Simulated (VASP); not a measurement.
A run of VASP 6.6.1:

INCAR

```
PREC = Accurate
ENCUT = 520
EDIFF = 1E-6
ISMEAR = 0
SIGMA = 0.1
LREAL = F
LASPH = T
NELM = 100
ALGO = Normal
ISIF = 2
LWAVE = F
LCHARG = F
GGA = PE
NBANDS = 61
```

Contents of KPOINTS:

```
regular mesh
0
Gamma
  12 12 1
```

POSCAR

```
Ru2C5
1.0
    2.5340579427      0.0000000000      0.0000000000
   -1.2670289714      2.1945585530      0.0000000000
    0.0000000000      0.0000000000     32.9205395902
Ru C
4 10
Direct
    0.6666666667      0.3333333333      0.9664313405
    0.3333333333      0.6666666667      0.9000854184
    0.3333333333      0.6666666667      0.0335686595
    0.6666666667      0.3333333333      0.0999145816
    0.3333333333      0.6666666667      0.4999974720
    0.6666666667      0.3333333333      0.5000025280
    0.0000000000      0.0000000000      0.6302001456
    0.6666666667      0.3333333333      0.6302001212
    0.0000000000      0.0000000000      0.3697998544
    0.3333333333      0.6666666667      0.3697998788
    0.6666666667      0.3333333333      0.7607441494
    0.3333333333      0.6666666667      0.7607461968
    0.3333333333      0.6666666667      0.2392558506
    0.6666666667      0.3333333333      0.2392538032
```

Potentials or basis: VASP PAW PBE potentials, release 64 (Ru_pv, C).

The run is started by

```bash
$ cat potpaw_PBE.64/Ru_pv/POTCAR potpaw_PBE.64/C/POTCAR > POTCAR
$ mpirun -np 1 vasp_std > vasp.out
```

Hardware: 1 thread of Intel(R) Xeon(R) 6975P-C (Granite Rapids), with other jobs on the host.

**Question.** How long does it take, and how much memory?

**Answer.** Run time: 3.6 min on 1 thread of Intel(R) Xeon(R) 6975P-C (Granite Rapids) (shared host), peak memory 0.38 GiB. Counts: scf iterations 24, k points 19.
